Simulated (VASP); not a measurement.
# HfH3 (Pm-3m) in VASP: relaxation of cell and atoms with PBEsol

Aim: the relaxation of cell and atoms of HfH3 with PBEsol.

All numbers are computed with VASP 6.6.1; they aren't measurements. Logs are shortened: lines on timing, memory, paths and dates and some standing lists are left out, and cuts for length are marked.

**1. The cell of the first run**

It takes space group Pm-3m (No. 221, cubic). The conventional cell has a = 3.130 Å, b = 3.130 Å, c = 3.130 Å, α = 90.00°, β = 90.00°, γ = 90.00°. Within 2.9 Å of Hf (site symmetry m-3m) lie 12 H at 2.21 Å. Within 2.9 Å of H (site symmetry 4/mmm) lie 4 Hf at 2.21 Å and 8 H at 2.21 Å.

**2. Relaxation of cell and atoms, PBEsol**

The input, INCAR:

```
PREC     = Accurate       # precision mode
ENCUT    = 600            # plane-wave cutoff, eV
EDIFF    = 1E-6           # SCF threshold, eV
ISMEAR   = -1             # smearing method
SIGMA    = 0.1            # smearing width, eV
LREAL    = False          # projectors in reciprocal space
LASPH    = True           # aspherical terms in the spheres
NELM     = 60             # most SCF steps
ALGO     = Normal         # electronic algorithm
ISIF     = 3              # what is computed and relaxed
LWAVE    = False          # write WAVECAR
LCHARG   = False          # write CHGCAR
GGA      = PS             # functional
IBRION   = 2              # ionic algorithm
NSW      = 80             # ionic steps
EDIFFG   = -0.02          # ionic threshold
```

The input, KPOINTS:

```
regular mesh
0
Gamma
  15 15 15
```

The input, POSCAR:

```
HfH3
1.0
    3.1300000000      0.0000000000      0.0000000000
    0.0000000000      3.1300000000      0.0000000000
    0.0000000000      0.0000000000      3.1300000000
Hf H
1 3
Direct
    0.0000000000      0.0000000000      0.0000000000
    0.0000000000      0.5000000000      0.5000000000
    0.5000000000      0.0000000000      0.5000000000
    0.5000000000      0.5000000000      0.0000000000
```

Potentials or basis: VASP PAW PBE potentials, release 64 (Hf_pv, H).

Launch:

```sh
> cat potpaw_PBE.64/Hf_pv/POTCAR potpaw_PBE.64/H/POTCAR > POTCAR
> mpirun -np 1 vasp_std > vasp.out
```

OUTCAR:

```text
PREC = Accurate
   ENCUT = 600
   EDIFF = 1E-6
   ISMEAR = -1
   LREAL = False
   LASPH = True
   NELM = 60
   ISIF = 3
   GGA = PS
   IBRION = 2
   NSW = 80
   EDIFFG = -0.02

 ion  position               nearest neighbor table
   1  0.000  0.000  0.000-   2 2.21   3 2.21   4 2.21   2 2.21   3 2.21   2 2.21   4 2.21   2 2.21
                             3 2.21   4 2.21   3 2.21   4 2.21
   2  0.000  0.500  0.500-   1 2.21   1 2.21   1 2.21   1 2.21
   3  0.500  0.000  0.500-   1 2.21   1 2.21   1 2.21   1 2.21
   4  0.500  0.500  0.000-   1 2.21   1 2.21   1 2.21   1 2.21

  LATTYP: Found a simple cubic cell.
 ALAT       =     3.1300000000

  Lattice vectors:

 A1 = (   3.1300000000,   0.0000000000,   0.0000000000)
 A2 = (   0.0000000000,   3.1300000000,   0.0000000000)
 A3 = (   0.0000000000,   0.0000000000,   3.1300000000)

Analysis of symmetry for initial positions (statically):
=====================================================================
 Subroutine PRICEL returns:
 Original cell was already a primitive cell.

 Routine SETGRP: Setting up the symmetry group for a
 simple cubic supercell.

 Subroutine GETGRP returns: Found 48 space group operations
 (whereof 48 operations were pure point group operations)
 out of a pool of 48 trial point group operations.

The static configuration has the point symmetry O_h .

Analysis of symmetry for dynamics (positions and initial velocities):
=====================================================================
 Subroutine PRICEL returns:
 Original cell was already a primitive cell.

 Routine SETGRP: Setting up the symmetry group for a
 simple cubic supercell.

 Subroutine GETGRP returns: Found 48 space group operations
 (whereof 48 operations were pure point group operations)
 out of a pool of 48 trial point group operations.

The dynamic configuration has the point symmetry O_h .

 Subroutine INISYM returns: Found 48 space group operations
 (whereof 48 operations are pure point group operations),
 and found     1 'primitive' translations

----------------------------------------------------------------------------------------

                                     Primitive cell

  volume of cell :      30.6643

  direct lattice vectors                    reciprocal lattice vectors
     3.130000000  0.000000000  0.000000000     0.319488818  0.000000000  0.000000000
     0.000000000  3.130000000  0.000000000     0.000000000  0.319488818  0.000000000
[... 103 lines left out ...]
   EFERMI =   0.00;   METHOD = LEGACY
   ISMEAR =    -1;   SIGMA  =   0.10  broadening in eV -4-tet -1-fermi 0-gaus
   EFERMI_NEDOS =   21; number of points for ismear=-14 and -15
   IALGO  =     38    algorithm
   IMIX   =      4    mixing-type and parameters
     AMIX     =   0.40;   BMIX     =  1.00
     AMIX_MAG =   1.60;   BMIX_MAG =  1.00
  volume/ion in A,a.u.               =       7.67        51.73
  Fermi-wavevector in a.u.,A,eV,Ry     =   1.229830  2.324041 20.578551  1.512481
  Thomas-Fermi vector in A             =   2.364702
   LORBIT       =      0    0 simple, 1 ext, 2 COOP (PROOUT), +10 PAW based schemes
   GGA     = PS    functional components
   LHFCALC =     F    Hartree Fock is set to
   AEXX    =    0.0000 exact exchange contribution
   IVDW    =     0    specifies the selected vdW correction
   LEPSILON=     F    determine dielectric tensor
   LRPA    =     F    only Hartree local field effects (RPA)
 conjugate gradient relaxation of ions
 non-spin polarized calculation
  energy-cutoff  :      600.00
  volume of cell :       30.66
 maximum number of plane-waves:      1040
 NGX is ok and might be reduce to    28
   NGX = 13   NGY = 13   NGZ = 13

--------------------------------------- Ionic step        1  -------------------------------------------

 number of electron      13.0000001 magnetization

 Free energy of the ion-electron system (eV)
  ---------------------------------------------------
  ext. energy  EPLUGINS =         0.00000000
  ---------------------------------------------------
  free energy    TOTEN  =       -21.57025995 eV

  energy without entropy =      -21.54244512  energy(sigma->0) =      -21.55635254

------------------------ aborting loop because EDIFF is reached ----------------------------------------

  FORCE on cell =-STRESS in cart. coord.  units (eV):
  Direction    XX          YY          ZZ          XY          YZ          ZX
  --------------------------------------------------------------------------------------
  -------------------------------------------------------------------------------------
  Total       -1.8221730     -1.8221730     -1.8221730     -0.0000000     -0.0000000      0.0000000
  in kB      -95.2066274    -95.2066274    -95.2066274     -0.0000000     -0.0000000      0.0000000
  external PRESSURE =     -95.2066274 kB  Pullay stress =       0.0000000 kB
[... 63 lines left out ...]
--------------------------------------- Ionic step        3  -------------------------------------------

 number of electron      13.0000001 magnetization

 Free energy of the ion-electron system (eV)
  ---------------------------------------------------
  ext. energy  EPLUGINS =         0.00000000
  ---------------------------------------------------
  free energy    TOTEN  =       -21.63940731 eV

  energy without entropy =      -21.61245108  energy(sigma->0) =      -21.62592919

 E-fermi :   5.0424     XC(G=0): -11.6075

 val. band max:        4.9983512920   @ k =   0.4000   0.2000   0.2000
 cond. band min:       5.0505803900   @ k =   0.3333   0.2667   0.1333
 fundamental gap:      0.0522290980
 Fermi energy:         5.0423808490

 k-point     1 :       0.0000    0.0000    0.0000
  band No.  band energies     occupation
      1     -25.7159      2.00000
      2     -25.7159      2.00000
      3     -25.7159      2.00000
      4      -6.6703      2.00000
      5       0.5082      2.00000
      6       0.5082      2.00000
      7       9.6843      0.00000
      8       9.6843      0.00000
      9       9.6843      0.00000
     10      11.6083      0.00000
[... 287 lines left out ...]
 k-point    24 :       0.3333    0.2000    0.0000
  band No.  band energies     occupation
      1     -26.2132      2.00000
      2     -25.9059      2.00000
      3     -25.6499      2.00000
      4      -3.8859      2.00000
      5      -0.0833      2.00000
      6       1.6641      2.00000
      7       4.9745      1.32683
      8       6.9721      0.00000
      9       8.5255      0.00000
     10       9.4918      0.00000

 [... further k-points ...]
[... 5 lines left out ...]
  --------------------------------------------------------------------------------------
  -------------------------------------------------------------------------------------
  Total       -0.0053189     -0.0053189     -0.0053189     -0.0000000      0.0000000      0.0000000
  in kB       -0.2990996     -0.2990996     -0.2990996     -0.0000000      0.0000000      0.0000000
  external PRESSURE =      -0.2990996 kB  Pullay stress =       0.0000000 kB
[... 19 lines left out ...]
  FREE ENERGIE OF THE ION-ELECTRON SYSTEM (eV)
  ---------------------------------------------------
  free  energy   TOTEN  =       -21.6394073083 eV

  energy  without entropy=      -21.6124510773  energy(sigma->0) =      -21.62592919

 reached required accuracy - stopping structural energy minimisation
```

CONTCAR:

```text
HfH3
   1.00000000000000
     3.0542597502985460    0.0000000000000000    0.0000000000000000
    -0.0000000000000000    3.0542597502985460   -0.0000000000000000
     0.0000000000000000   -0.0000000000000000    3.0542597502985460
  Hf              H
     1     3
Direct
     0.0000000000000000    0.0000000000000000    0.0000000000000000
     0.0000000000000000    0.5000000000000000    0.5000000000000000
     0.5000000000000000    0.0000000000000000    0.5000000000000000
     0.5000000000000000    0.5000000000000000    0.0000000000000000

  0.00000000E+00  0.00000000E+00  0.00000000E+00
  0.00000000E+00  0.00000000E+00  0.00000000E+00
  0.00000000E+00  0.00000000E+00  0.00000000E+00
  0.00000000E+00  0.00000000E+00  0.00000000E+00
```

Run time: 38 s. Hardware: 1 thread of Intel Xeon 6975P-C (Granite Rapids), shared host; peak memory 0.21 GiB.

Results:

```yaml
Free_energy: -21.6394 eV
Relaxed_volume: 7.12 Å³/atom
Relaxed_cell: a = 3.054 Å, b = 3.054 Å, c = 3.054 Å, α = 90.00°, β = 90.00°, γ = 90.00°
Space_group_after_relaxing_to_0.05_Å: Pm-3m (No. 221)
Energy_gained_by_relaxing: 17.3 meV/atom
Ionic_steps: 3
Pressure_after_relaxing: 0.0 GPa
```

The path:
```
step  energy change (eV)  largest force (eV/Å)  pressure (GPa)  volume (Å³)
   1              0.0000                0.0000           -9.52        30.66
   2             -0.0685                0.0000           -1.05        28.69
   3             -0.0691                0.0000           -0.03        28.49
```

Final structure:
```
Hf H
1.0
     3.05426    0.00000    0.00000
     0.00000    3.05426    0.00000
     0.00000    0.00000    3.05426
Hf H
1 3
Cartesian
  0.0000 0.0000 0.0000
  0.0000 1.5271 1.5271
  1.5271 0.0000 1.5271
  1.5271 1.5271 0.0000
```

Caveat: the PAW data sets were made with another functional, which shifts forces and pressure a little; spin-orbit coupling is left out, which moves the levels of the heavy elements.
